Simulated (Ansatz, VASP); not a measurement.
Two plane-wave programs on Si2Se

The input INCAR:

```
  ALGO = Normal
  EDIFF = 1E-6
  EDIFFG = -0.04
  ENCUT = 600
  GGA = PE
  IBRION = 2
  ISIF = 3
  ISMEAR = 0
  LASPH = True
  LCHARG = False
  LREAL = False
  LWAVE = False
  NELM = 60
  NSW = 90
  PREC = Accurate
  SIGMA = 0.1
```

Contents of KPOINTS:

```
k-points
0
Gamma
  4 4 4
```

The input POSCAR:

```
Si2Se
1.0
    4.8739611500      0.0000000000      0.0000000000
    0.0000000000      4.8739611500      0.0000000000
    0.0000000000      0.0000000000      4.8739611500
Si Se
4 2
Direct
    0.7500000000      0.7500000000      0.7500000000
    0.2500000000      0.2500000000      0.7500000000
    0.2500000000      0.7500000000      0.2500000000
    0.7500000000      0.2500000000      0.2500000000
    0.0000000000      0.0000000000      0.0000000000
    0.5000000000      0.5000000000      0.5000000000
```

Input for Ansatz:

```yaml
crystal:
  lattice:
    - [4.87396115, 0.0, 0.0]
    - [0.0, 4.87396115, 0.0]
    - [0.0, 0.0, 4.87396115]
  atoms:
    - { symbol: Si, position: [0.75, 0.75, 0.75] }
    - { symbol: Si, position: [0.25, 0.25, 0.75] }
    - { symbol: Si, position: [0.25, 0.75, 0.25] }
    - { symbol: Si, position: [0.75, 0.25, 0.25] }
    - { symbol: Se, position: [0.0, 0.0, 0.0] }
    - { symbol: Se, position: [0.5, 0.5, 0.5] }
basis:
  ecutwfc: 420
kpoints:
  mp_grid: { grid: [4, 4, 4] }
hamiltonian:
  xc: pbe
scf:
  occupations: { method: gaussian, width: 0.1 }
  lower_state_search: "off"
output:
  forces: true
  stress: true
  eigenvalues: true
relax:
  adjacent_minimum: "off"
  f_tol: 0.04
  max_steps: 70
  cell: { stress_tol: 0.4 }
```

Alike in both runs: task relaxation of cell and atoms; functional PBE; k mesh 4 × 4 × 4; occupations gaussian, width 0.1 eV; no spin polarisation.

```csv
,VASP,Ansatz
version,VASP 6.6.1,Ansatz 0.2.0
potentials or method,"VASP PAW PBE potentials, release 64 (Si, Se), cutoff 600 eV","scalar-relativistic, plane waves, PAW"
valence electrons in the cell,28,48
```

VASP gave:

- gap on the k mesh at the Fermi level, each at its own relaxed structure (eV): none
- relaxed volume (Å³/atom): 30.25
- relaxed cell length with the largest relative difference (Å): 5.662

What did Ansatz give for the same quantities?

gap on the k mesh at the Fermi level, each at its own relaxed structure (eV): none; relaxed volume (Å³/atom): 30.10; relaxed cell length with the largest relative difference (Å): 5.652.

A gap of «none» marks a metal or a gap that the smearing closes. VASP's potentials hold 28 valence electrons a cell and Ansatz's 48, so a difference there can come from the potentials and not from the codes.

Noted on VASP's run: the volume moved by over 15 % at a fixed basis, so the end points are rough.
